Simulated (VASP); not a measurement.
A run of VASP 6.6.1:

INCAR

```
PREC = Accurate
ENCUT = 520
EDIFF = 1E-7
ISMEAR = 1
SIGMA = 0.3
LREAL = False
LASPH = True
NELM = 150
ALGO = Normal
ISIF = 2
LWAVE = False
LCHARG = False
ISPIN = 2
MAGMOM = 0 1.8
LORBIT = 11
LMAXMIX = 4
GGA = PE
NBANDS = 17
```

File KPOINTS:

```
Automatic mesh
0
Gamma
  11 11 11
```

Contents of POSCAR:

```
AlCo
1.0
    2.8194032100      0.0000000000      0.0000000000
    0.0000000000      2.8194032100      0.0000000000
    0.0000000000      0.0000000000      2.8194032100
Al Co
1 1
Direct
    0.0000000000      0.0000000000      0.0000000000
    0.5000000000      0.5000000000      0.5000000000
```

Potentials or basis: VASP PAW PBE potentials, release 64 (Al, Co).

The run is started by

```bash
$ cat potpaw_PBE.64/Al/POTCAR potpaw_PBE.64/Co/POTCAR > POTCAR
$ mpirun -np 1 vasp_std > vasp.out
```

Hardware: 1 thread of Intel Xeon 6975P-C, on a shared host.

Task: Estimate the wall time of this run.

Result: Run time: 21 s on 1 thread of Intel Xeon 6975P-C, with other jobs on the host, peak memory 0.17 GiB. Counts: scf iterations 16, k points 56.
